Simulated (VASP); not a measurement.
# WC: single point with PBE

WC:

```xyz
2
Lattice="2.9934 0.0000 0.0000 -1.4967 2.5924 0.0000 0.0000 0.0000 2.9002" Properties=species:S:1:pos:R:3 pbc="T T T"
W     0.0000    0.0000    0.0000
C     1.4967    0.8641    1.4501
```

```yaml
Program: VASP 6.6.1
Task: single point
Functional: PBE
Potentials_or_basis: VASP PAW PBE potentials, release 64 (W_sv, C)
Cutoff: 520 eV
k_mesh: 14 × 14 × 12
Occupations: gaussian, width 0.05 eV
Spin: non-collinear spin, zero start, spin-orbit coupling
Starting_moments: "[[0.0, 0.0, 0.0], [0.0, 0.0, 0.0]] μB"
Dipole_correction: no
Further_INCAR_settings: ALGO = Normal; EDIFF = 1e-06; NBANDS = 30
```

```json
{"Pressure": "-20.6 GPa", "Net moment": "0.00 μB per cell", "Valence electrons inside the program's atomic spheres": "W 11.98; C 2.35"}
```

Stress tensor (GPa, compression positive):
```
-20.65   0.00   0.00
  0.00 -20.65   0.00
  0.00   0.00 -20.56
```

Moments on the atoms (μB; x, y, z):
```
W   0.00 0.00 0.00
C   0.00 0.00 0.00
```

It took 2.1 min on 1 thread of Intel(R) Xeon(R) 6975P-C (Granite Rapids) (shared host), peak memory 0.4 GiB.

Caveat: the cell stands under tension.
